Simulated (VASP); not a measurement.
Pb: single point with revPBE+D4

The system is Pb.

```
Pb
1.0
     0.00000    2.49141    2.49141
     2.49141    0.00000    2.49141
     2.49141    2.49141    0.00000
Pb
1
Direct
  0.00000 0.00000 0.00000
```

```json
{
 "Program": "VASP 6.6.1",
 "Task": "single point",
 "Functional": "revPBE",
 "Dispersion": "D4",
 "Potentials or basis": "VASP PAW PBE potentials, release 64 (Pb_d)",
 "Cutoff": "520 eV",
 "k mesh": "9 × 9 × 9",
 "Occupations": "fermi-dirac, width 0.05 eV",
 "Spin": "no spin polarisation",
 "Dipole correction": "no",
 "Further INCAR settings": "ALGO = Normal; EDIFF = 1e-07; NBANDS = 13"
}
```

```yaml
Pressure: -0.6 GPa
Band_gap_on_the_k_mesh: zero (band 7 reaches 14.44 eV, above the bottom of band 8 at 5.65 eV)
Dispersion_energy_per_atom: -0.586 eV
```

Levels at points of the mesh, in eV from the Fermi level:
| k point | band 5 | band 6 | band 7 | band 8 | band 9 | band 10 |
| --- | --- | --- | --- | --- | --- | --- |
| (0.00, 0.00, 0.00) | -16.85 | -11.48 | 7.41 | 7.41 | 7.41 | 9.85 |

It took 16 s on 1 thread of Intel(R) Xeon(R) Platinum 8259CL CPU @ 2.50GHz (Skylake/Cascade Lake), with other jobs on the host, peak memory 0.16 GiB.

Caveat: the PAW data sets were made with another functional, which shifts forces and pressure a little; spin-orbit coupling is left out, which moves the levels of the heavy elements; pairwise dispersion overbinds metals, which lowers pressure and volume.
